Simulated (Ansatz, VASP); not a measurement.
Two plane-wave programs on Cu

```xyz
2
Lattice="-1.4755 1.4755 1.3796 1.4755 -1.4755 1.3796 2.9511 2.9511 0.0000" Properties=species:S:1:pos:R:3 pbc="T T T"
Cu    0.0346    0.0084   -0.0447
Cu    1.4409    1.4672    1.4242
```

Alike in both runs: task single point; functional PBE; k mesh 14 × 14 × 8; occupations gaussian, width 0.15 eV; no spin polarisation.

|  | VASP | Ansatz |
| --- | --- | --- |
| version | VASP 6.6.1 | Ansatz 0.2.0 |
| potentials or method | VASP PAW PBE potentials, release 64 (Cu), cutoff 520 eV | scalar-relativistic, plane waves, PAW |
| valence electrons in the cell | 22 | 38 |

|  | VASP | Ansatz | Ansatz less VASP |
| --- | --- | --- | --- |
| gap on the k mesh at the Fermi level (eV) | none | none | - |
| pressure (GPa) | 1.0 | 0.5 | -0.49 |
| traceless stress, the component that is largest in VASP (GPa) | -0.63 | -0.64 | -0.004 |
| rms of the force components (eV/Å) | 0.293 | 0.292 | -0.0008 |

Atom by atom the forces differ by 0.001 eV/Å (rms over components). A gap of «none» marks a metal or a gap that the smearing closes. With one functional, cell and mesh, what is left measures potentials, basis and numerics. VASP's potentials hold 22 valence electrons a cell and Ansatz's 38, so a difference there can come from the potentials and not from the codes.
